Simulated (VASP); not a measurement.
# GeCl2 (P6mm) in VASP: a series of runs, part 2 of 2

VASP 6.6.1.

### 4 Single point, PBE

INCAR reads:

```
SYSTEM = GeCl2
ALGO     = Normal         ! electronic algorithm
EDIFF    = 1E-6           ! SCF threshold, eV
ENCUT    = 520            ! plane-wave cutoff, eV
GGA      = PE             ! functional
ISIF     = 2              ! what is computed and relaxed
ISMEAR   = 0              ! smearing method
LASPH    = .TRUE.         ! aspherical terms in the spheres
LCHARG   = .TRUE.         ! write CHGCAR
LELF     = .TRUE.         ! ELF
LREAL    = .FALSE.        ! projectors in reciprocal space
LVHAR    = .TRUE.       
LWAVE    = .FALSE.        ! write WAVECAR
NBANDS   = 21             ! bands
NELM     = 100            ! most SCF steps
PREC     = Accurate       ! precision mode
SIGMA    = 0.02           ! smearing width, eV
```

KPOINTS reads:

```
k-points
0
G
  12 12 6
  0 0 0
```

POSCAR reads:

```
GeCl2
1.0
    4.9839227580      0.0000000000      0.0000000000
   -2.4919613790      4.3162037189      0.0000000000
    0.0000000000      0.0000000000      6.5560948670
Ge Cl
1 2
Direct
    0.0000000000      0.0000000000      0.7626455260
    0.3333333333      0.6666666667      0.7625045170
    0.6666666667      0.3333333333      0.7625045170
```

Potentials or basis: VASP PAW PBE potentials, release 64 (Ge_d, Cl).

The run is started by

```sh
> cat potpaw_PBE.64/Ge_d/POTCAR potpaw_PBE.64/Cl/POTCAR > POTCAR
> mpirun -np 1 vasp_std > vasp.out
```

OUTCAR:

```text
SYSTEM = GeCl2
   EDIFF = 1E-6
   ENCUT = 520
   GGA = PE
   ISIF = 2
   ISMEAR = 0
   LASPH = .TRUE.
   LREAL = .FALSE.
   NELM = 100
   PREC = Accurate

 ion  position               nearest neighbor table
   1  0.000  0.000  0.763-
   2  0.333  0.667  0.763-
   3  0.667  0.333  0.763-

  LATTYP: Found a hexagonal cell.
 ALAT       =     4.9839227580
 C/A-ratio  =     1.3154487309

  Lattice vectors:

 A1 = (   4.9839227580,   0.0000000000,   0.0000000000)
 A2 = (  -2.4919613790,   4.3162037189,   0.0000000000)
 A3 = (   0.0000000000,   0.0000000000,   6.5560948670)

Analysis of symmetry for initial positions (statically):
=====================================================================
 Subroutine PRICEL returns:
 Original cell was already a primitive cell.

 Routine SETGRP: Setting up the symmetry group for a
 hexagonal supercell.

 Subroutine GETGRP returns: Found 12 space group operations
 (whereof 12 operations were pure point group operations)
 out of a pool of 24 trial point group operations.

The static configuration has the point symmetry C_6v.

Analysis of symmetry for dynamics (positions and initial velocities):
=====================================================================
 Subroutine PRICEL returns:
 Original cell was already a primitive cell.

 Routine SETGRP: Setting up the symmetry group for a
 hexagonal supercell.

 Subroutine GETGRP returns: Found 12 space group operations
 (whereof 12 operations were pure point group operations)
 out of a pool of 24 trial point group operations.

The dynamic configuration has the point symmetry C_6v.

 Subroutine INISYM returns: Found 12 space group operations
 (whereof 12 operations are pure point group operations),
 and found     1 'primitive' translations

[... 107 lines left out ...]
   NELECT =      28.0000    total number of electrons
   NUPDOWN=      -1.0000    fix difference up-down
   EMIN   =  10.00;   EMAX   =-10.00  energy-range for DOS
   EFERMI =   0.00;   METHOD = LEGACY
   ISMEAR =     0;   SIGMA  =   0.02  broadening in eV -4-tet -1-fermi 0-gaus
   EFERMI_NEDOS =   21; number of points for ismear=-14 and -15
   IALGO  =     38    algorithm
   IMIX   =      4    mixing-type and parameters
     AMIX     =   0.40;   BMIX     =  1.00
     AMIX_MAG =   1.60;   BMIX_MAG =  1.00
  volume/ion in A,a.u.               =      47.01       317.24
  Fermi-wavevector in a.u.,A,eV,Ry     =   0.955040  1.804763 12.409881  0.912101
  Thomas-Fermi vector in A             =   2.083841
   LORBIT       =      0    0 simple, 1 ext, 2 COOP (PROOUT), +10 PAW based schemes
   GGA     = PE    functional components
   LHFCALC =     F    Hartree Fock is set to
   AEXX    =    0.0000 exact exchange contribution
   IVDW    =     0    specifies the selected vdW correction
   LEPSILON=     F    determine dielectric tensor
   LRPA    =     F    only Hartree local field effects (RPA)
 non-spin polarized calculation
 Gauss-broadening in eV      SIGMA  =   0.02
  energy-cutoff  :      520.00
  volume of cell :      141.03
 maximum number of plane-waves:      3828
 NGX is ok and might be reduce to    40
   NGX = 19   NGY = 19   NGZ = 25

 number of electron      28.0000006 magnetization

 Free energy of the ion-electron system (eV)
  ---------------------------------------------------
  ext. energy  EPLUGINS =         0.00000000
  ---------------------------------------------------
  free energy    TOTEN  =        -8.49957923 eV

  energy without entropy =       -8.49957923  energy(sigma->0) =       -8.49957923

 E-fermi :  -1.0038     XC(G=0):  -5.6915

 val. band max:       -1.1372890524   @ k =   0.3333   0.3333   0.5000
 cond. band min:      -0.7108747850   @ k =   0.3333   0.3333   0.5000
 fundamental gap:      0.4264142674
 Fermi energy:        -1.0037978206

 k-point     1 :       0.0000    0.0000    0.0000
  band No.  band energies     occupation
      1     -26.8586      2.00000
      2     -26.8177      2.00000
      3     -26.8177      2.00000
      4     -26.6971      2.00000
      5     -26.6971      2.00000
      6     -16.1374      2.00000
[... 565 lines left out ...]
     20       6.5045      0.00000
     21       7.5190      0.00000

 [... further k-points ...]
[... 5 lines left out ...]
  --------------------------------------------------------------------------------------
  -------------------------------------------------------------------------------------
  Total       -0.0635021     -0.0635021     -0.0313589     -0.0000000      0.0000000     -0.0000000
  in kB       -0.7214069     -0.7214069     -0.3562489     -0.0000000      0.0000000     -0.0000000
  external PRESSURE =      -0.5996876 kB  Pullay stress =       0.0000000 kB

 VOLUME and BASIS-vectors are now :
 -----------------------------------------------------------------------------
  energy-cutoff  :      520.00
  volume of cell :      141.03
      direct lattice vectors                 reciprocal lattice vectors
     4.983922758  0.000000000  0.000000000     0.200645164  0.115842540  0.000000000
    -2.491961379  4.316203719  0.000000000     0.000000000  0.231685079  0.000000000
     0.000000000  0.000000000  6.556094867     0.000000000  0.000000000  0.152529825

 POSITION                                       TOTAL-FORCE (eV/Angst)
 -----------------------------------------------------------------------------------
      0.00000      0.00000      4.99998         0.000000      0.000000     -0.000965
     -0.00000      2.87747      4.99905         0.000000     -0.000000      0.000482
      2.49196      1.43873      4.99905        -0.000000     -0.000000      0.000482
 -----------------------------------------------------------------------------------
    total drift:                                0.000000      0.000000     -0.000439

  FREE ENERGIE OF THE ION-ELECTRON SYSTEM (eV)
  ---------------------------------------------------
  free  energy   TOTEN  =        -8.4995792319 eV

  energy  without entropy=       -8.4995792319  energy(sigma->0) =       -8.49957923
```

stdout:

```text
POSCAR found type information on POSCAR GeCl
 POSCAR found :  2 types and       3 ions
 scaLAPACK will be used
 LDA part: xc-table for (Slater+PW92), standard interpolation
 POSCAR, INCAR and KPOINTS ok, starting setup
 FFT: planning ... GRIDC
 FFT: planning ... GRID_SOFT
 FFT: planning ... GRID
 WAVECAR not read
 entering main loop
```

It took 3.3 min on 1 thread of Intel Xeon Platinum 8259CL at 2.50GHz (Skylake/Cascade Lake), shared host; peak memory 0.39 GiB.

What came out:

```
Free energy            : -8.4996 eV
Pressure               : -0.1 GPa
Band gap on the k mesh : 0.43 eV, direct
```

Levels at points of the mesh, in eV from the valence-band top:
| k point | band 11 | band 12 | band 13 | band 14 | band 15 | band 16 | band 17 | band 18 |
| --- | --- | --- | --- | --- | --- | --- | --- | --- |
| (0.00, 0.00, 0.00) | -3.14 | -2.55 | -2.55 | -1.15 | 1.54 | 3.87 | 4.08 | 4.08 |
| (0.50, 0.00, 0.00) | -1.86 | -1.64 | -1.57 | -0.45 | 0.76 | 2.79 | 3.29 | 5.78 |
| (0.00, 0.00, 0.50) | -3.19 | -2.54 | -2.54 | -1.15 | 1.41 | 4.09 | 4.09 | 5.48 |
| (0.50, 0.00, 0.50) | -1.88 | -1.64 | -1.57 | -0.45 | 0.66 | 2.82 | 3.30 | 6.52 |

A k mesh can miss the band edges.

### 5 Summary

| task | cell | k mesh | cutoff (eV) | smearing | gap on the mesh (eV) | pressure (GPa) |
| --- | --- | --- | --- | --- | --- | --- |
| single point | a = 4.984, b = 4.984, c = 6.556 Å, angles 90.0, 90.0, 120.0°, 3 atoms | 12 × 12 × 10 | 520 | gaussian 0.1 eV | 0.43 | -0.1 |
| relaxation of cell and atoms | relaxed from a = 4.974, b = 4.974, c = 4.771 Å, angles 90.0, 90.0, 120.0°, 3 atoms | 12 × 12 × 10 | 600 | gaussian 0.1 eV | 0.32 | 0.0 |
| single point | a = 4.984, b = 4.984, c = 6.556 Å, angles 90.0, 90.0, 120.0°, 3 atoms | 12 × 12 × 6 | 520 | gaussian 0.02 eV | 0.43 | -0.1 |

Alike in all rows: level PBE; potentials or basis VASP PAW PBE potentials, release 64 (Ge_d, Cl); no spin polarisation.

Absolute energies hang on the potentials; compare differences alone.
